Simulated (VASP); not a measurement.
Pt: single point with PBE

Pt:

```
Pt
1.0
    -1.39121    1.39121    1.39121
     1.39121   -1.39121    1.39121
     1.39121    1.39121   -1.39121
Pt
1
Direct
  0.00000 0.00000 0.00000
```

This cell differs from its parent crystal: volume scaled by 0.68.

- Program: VASP 6.6.1
- Task: single point
- Functional: PBE
- Potentials or basis: VASP PAW PBE potentials, release 64 (Pt)
- Cutoff: 520 eV
- k mesh: 17 × 17 × 17
- Occupations: fermi-dirac, width 0.08 eV
- Spin: no spin polarisation

* Pressure: 252.3 GPa
* Band gap on the k mesh: zero (band 5 reaches 20.55 eV, above the bottom of band 6 at 16.36 eV)

Levels at points of the mesh, in eV from the Fermi level:
| k point | band 1 | band 2 | band 3 | band 4 | band 5 | band 6 | band 7 | band 8 | band 9 | band 10 |
| --- | --- | --- | --- | --- | --- | --- | --- | --- | --- | --- |
| (0.00, 0.00, 0.00) | -13.98 | -6.11 | -6.11 | -6.11 | -1.85 | -1.85 | 16.23 | 16.23 | 16.23 | 31.55 |

Run time: 11 s on 1 thread of Intel(R) Xeon(R) 6975P-C (Granite Rapids), with other jobs on the host, peak memory 0.13 GiB.

Caveat: spin-orbit coupling is left out, which moves the levels of the heavy elements.
